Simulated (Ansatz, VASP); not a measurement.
**Ru: VASP beside Ansatz**

INCAR

```
PREC     = Accurate       # precision mode
ENCUT    = 520            # plane-wave cutoff, eV
EDIFF    = 1E-7           # SCF threshold, eV
ISMEAR   = 0              # smearing method
SIGMA    = 0.15           # smearing width, eV
LREAL    = F              # projectors in reciprocal space
LASPH    = T              # aspherical terms in the spheres
NELM     = 80             # most SCF steps
ALGO     = Fast           # electronic algorithm
ISIF     = 2              # what is computed and relaxed
LWAVE    = F              # write WAVECAR
LCHARG   = F              # write CHGCAR
GGA      = PS             # functional
NBANDS   = 21             # bands
```

KPOINTS

```
regular mesh
0
Gamma
  18 18 10
```

POSCAR

```
Ru
1.0
    2.6896847532      0.0000000000      0.0000000000
   -1.3448423766      2.3293353245      0.0000000000
    0.0000000000      0.0000000000      4.2523798378
Ru
2
Direct
    0.3133061610      0.6266123220      0.2500000000
    0.6866938390      0.3733876780      0.7500000000
```

Input for Ansatz:

```yaml
crystal:
  lattice:
    - [2.6896847532, 0.0, 0.0]
    - [-1.3448423766, 2.3293353245, 0.0]
    - [0.0, 0.0, 4.2523798378]
  atoms:
    - { symbol: Ru, position: [0.313306161, 0.626612322, 0.25] }
    - { symbol: Ru, position: [0.686693839, 0.373387678, 0.75] }
basis:
  ecutwfc: 420
kpoints:
  mp_grid: { grid: [18, 18, 10] }
hamiltonian:
  xc: pbesol
  pseudopotentials: { kind: paw, azcp: { folder: soft_1 } }
scf:
  occupations: { method: gaussian, width: 0.15 }
output:
  forces: true
  stress: true
  eigenvalues: true
```

Change from the starting cell: mode 5 frozen in at -0.093 Å, equal normal strain along x and y +0.0000.

Alike in both runs: task single point; functional PBEsol; k mesh 18 × 18 × 10; occupations gaussian, width 0.15 eV; no spin polarisation.

```csv
,VASP,Ansatz
version,VASP 6.6.1,Ansatz 0.2.0
potentials or method,"VASP PAW PBE potentials, release 64 (Ru_pv), cutoff 520 eV","scalar-relativistic, plane waves, PAW"
valence electrons in the cell,28,32
```

Ansatz gave:

- gap on the k mesh at the Fermi level (eV): none
- pressure (GPa): 1.7
- traceless stress, the component that is largest in VASP (GPa): -4.81
- rms of the force components (eV/Å): 0.836

**Question.** Which values does VASP return?

**Answer.** gap on the k mesh at the Fermi level (eV): none; pressure (GPa): 1.6; traceless stress, the component that is largest in VASP (GPa): -4.83; rms of the force components (eV/Å): 0.834.

VASP's potentials were made for PBE, not for PBEsol, and Ansatz warns of the same on its side. Atom by atom the forces differ by 0.002 eV/Å (rms over components). A gap of «none» marks a metal or a gap that the smearing closes. The functional is the same, so the differences come from potentials, cutoffs and numerics. VASP's potentials hold 28 valence electrons a cell and Ansatz's 32, so a difference there can come from the potentials and not from the codes.
